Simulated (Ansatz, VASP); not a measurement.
# One calculation of AlN, two programs

Contents of INCAR:

```
PREC = Accurate ; ENCUT = 520
EDIFF = 1E-7 ; ISMEAR = 0
SIGMA = 0.05 ; LREAL = F
LASPH = T ; NELM = 100
ALGO = Normal ; ISIF = 2
LWAVE = F ; LCHARG = T
GGA = PE ; LELF = T
LVHAR = T ; NBANDS = 16
```

The input KPOINTS:

```
Automatic mesh
0
Gamma
  9 9 6
```

The input POSCAR:

```
AlN
1.0
    3.0332270978      0.0000000000      0.0000000000
   -1.5166135489      2.6268517221      0.0000000000
    0.0000000000      0.0000000000      4.8535500000
Al N
2 2
Direct
    0.3333333333      0.6666666667      0.0000000000
    0.6666666667      0.3333333333      0.5000000000
    0.3333333333      0.6666666667      0.3850000000
    0.6666666667      0.3333333333      0.8850000000
```

Input for Ansatz:

```yaml
crystal:
  lattice:
    - [3.0332270978, 0.0, 0.0]
    - [-1.5166135489, 2.6268517221, 0.0]
    - [0.0, 0.0, 4.85355]
  atoms:
    - { symbol: Al, position: [0.3333333333, 0.6666666667, 0.0] }
    - { symbol: Al, position: [0.6666666667, 0.3333333333, 0.5] }
    - { symbol: "N", position: [0.3333333333, 0.6666666667, 0.385] }
    - { symbol: "N", position: [0.6666666667, 0.3333333333, 0.885] }
basis:
  ecutwfc: 420
kpoints:
  mp_grid: { grid: [9, 9, 6] }
hamiltonian:
  xc: pbe
scf:
  occupations: { method: gaussian, width: 0.05 }
output:
  forces: true
  stress: true
  eigenvalues: true
```

Change from the starting cell: strain -0.025 along x and y, -0.025 along z, atoms carried along.

Alike in both runs: task single point; functional PBE; k mesh 9 × 9 × 6; occupations gaussian, width 0.05 eV; no spin polarisation.

|  | VASP | Ansatz |
| --- | --- | --- |
| version | VASP 6.6.1 | Ansatz 0.2.0 |
| potentials or method | VASP PAW PBE potentials, release 64 (Al, N), cutoff 520 eV | scalar-relativistic, plane waves, PAW |
| valence electrons in the cell | 16 | 16 |

Ansatz gave:

```
gap on the k mesh at the Fermi level (eV)                     : 4.84
least direct gap on the mesh (eV)                             : 4.84
pressure (GPa)                                                : 22.4
traceless stress, the component that is largest in VASP (GPa) : -2.75
rms of the force components (eV/Å)                            : 0.106
```

Task: Which values does VASP return?

Result: gap on the k mesh at the Fermi level (eV): 4.85; least direct gap on the mesh (eV): 4.85; pressure (GPa): 22.2; traceless stress, the component that is largest in VASP (GPa): -2.72; rms of the force components (eV/Å): 0.107.

Atom by atom the forces differ by 0.001 eV/Å (rms over components).
